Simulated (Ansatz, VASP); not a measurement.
## One calculation of Zr, two programs

INCAR

```
PREC     = Accurate       # precision mode
ENCUT    = 520            # plane-wave cutoff, eV
EDIFF    = 1E-8           # SCF threshold, eV
ISMEAR   = -1             # smearing method
SIGMA    = 0.08           # smearing width, eV
LREAL    = F              # projectors in reciprocal space
LASPH    = T              # aspherical terms in the spheres
NELM     = 60             # most SCF steps
ALGO     = Normal         # electronic algorithm
ISIF     = 2              # what is computed and relaxed
LWAVE    = F              # write WAVECAR
LCHARG   = F              # write CHGCAR
GGA      = PS             # functional
LEFG     = T            
NBANDS   = 12             # bands
```

KPOINTS

```
Automatic mesh
0
Gamma
  14 14 14
```

Contents of POSCAR:

```
Zr
1.0
   -1.8249593561      1.8249593561      1.8249593561
    1.8249593561     -1.8249593561      1.8249593561
    1.8249593561      1.8249593561     -1.8249593561
Zr
1
Direct
    0.0000000000      0.0000000000      0.0000000000
```

Input for Ansatz:

```yaml
crystal:
  lattice:
    - [-1.8249593561, 1.8249593561, 1.8249593561]
    - [1.8249593561, -1.8249593561, 1.8249593561]
    - [1.8249593561, 1.8249593561, -1.8249593561]
  atoms:
    - { symbol: Zr, position: [0.0, 0.0, 0.0] }
kpoints:
  mp_grid: { grid: [14, 14, 14] }
scf:
  occupations: { method: fermi_dirac, width: 0.08 }
hamiltonian:
  xc: pbesol
  pseudopotentials: { kind: paw }
output:
  forces: true
  stress: true
  eigenvalues: true
  efg: { contact_densities: true }
```

Change from the starting cell: volume scaled by 1.025, PAW files.

Alike in both runs: task electric field gradients; functional PBEsol; k mesh 14 × 14 × 14; occupations fermi-dirac, width 0.08 eV; no spin polarisation.

|  | VASP | Ansatz |
| --- | --- | --- |
| version | VASP 6.6.1 | Ansatz 0.2.0 |
| potentials or method | VASP PAW PBE potentials, release 64 (Zr_sv) | PAW with Ansatz's default frozen-core files, scalar-relativistic |
| plane-wave cutoff (eV) | 520 | 420 |
| valence electrons in the cell | 12 | 12 |

|  | VASP | Ansatz | Ansatz less VASP |
| --- | --- | --- | --- |
| pressure (GPa) | -8.3 | -8.4 | -0.05 |

VASP's potentials were made for PBE, not for PBEsol.
